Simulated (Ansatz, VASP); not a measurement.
BiB in VASP and in Ansatz

The input POSCAR:

```
BiB
1.0
    0.0000000000      2.7448744688      2.7448744688
    2.7448744688      0.0000000000      2.7448744688
    2.7448744688      2.7448744688      0.0000000000
B Bi
1 1
Direct
    0.0000000000      0.0000000000      0.0000000000
    0.2500000000      0.2500000000      0.2500000000
```

INCAR.step1

```
PREC = Accurate
ENCUT = 520
EDIFF = 1E-5
ISMEAR = 0
SIGMA = 0.01
LREAL = F
LASPH = T
NELM = 60
ALGO = Normal
ISIF = 2
LWAVE = T
LCHARG = F
NBANDS = 16
GGA = PE
```

Contents of INCAR.step2:

```
PREC = Accurate
ENCUT = 520
EDIFF = 1E-6
ISMEAR = 0
SIGMA = 0.01
LREAL = F
LASPH = T
NELM = 60
ALGO = Normal
ISIF = 2
LWAVE = F
LCHARG = F
GGA = PE
LHFCALC = T
AEXX = 0.15
HFSCREEN = 0.2078
PRECFOCK = Normal
NBANDS = 16
ISTART = 1
```

The input KPOINTS:

```
Automatic mesh
0
Gamma
  4 4 4
```

Input for Ansatz:

```yaml
crystal:
  lattice:
    - [0.0, 2.7448744688, 2.7448744688]
    - [2.7448744688, 0.0, 2.7448744688]
    - [2.7448744688, 2.7448744688, 0.0]
  atoms:
    - { symbol: B, position: [0.0, 0.0, 0.0] }
    - { symbol: Bi, position: [0.25, 0.25, 0.25] }
kpoints:
  mp_grid: { grid: [4, 4, 4] }
hamiltonian:
  xc:
    exchange: pbe
    correlation: pbe
    exx: { coeff: 0.15, omega: 0.2078 }
scf:
  occupations: { method: fixed }
  n_extra_bands: 4
output:
  forces: true
  stress: true
  eigenvalues: true
```

Alike in both runs: task single point; functional PBE-based screened hybrid; k mesh 4 × 4 × 4; no spin polarisation.

|  | VASP | Ansatz |
| --- | --- | --- |
| version | VASP 6.6.1 | Ansatz 0.2.0 |
| potentials or method | VASP PAW PBE potentials, release 64 (B, Bi_d) | plane waves |
| plane-wave cutoff (eV) | 520 | 420 |
| occupations | gaussian, width 0.01 eV | fixed |
| valence electrons in the cell | 18 | 18 |

|  | VASP | Ansatz | Ansatz less VASP |
| --- | --- | --- | --- |
| gap on the k mesh at the Fermi level (eV) | 0.69 | 0.70 | +0.009 |
| pressure (GPa) | -0.8 | -0.8 | +0.05 |

VASP's potentials were made for PBE, not for PBE-based screened hybrid. Ansatz's warnings: stress exchange threshold loose, stress scf threshold loose.

The k mesh is coarse, so the values compare programs but aren't converged. Neither program's run includes spin-orbit coupling.
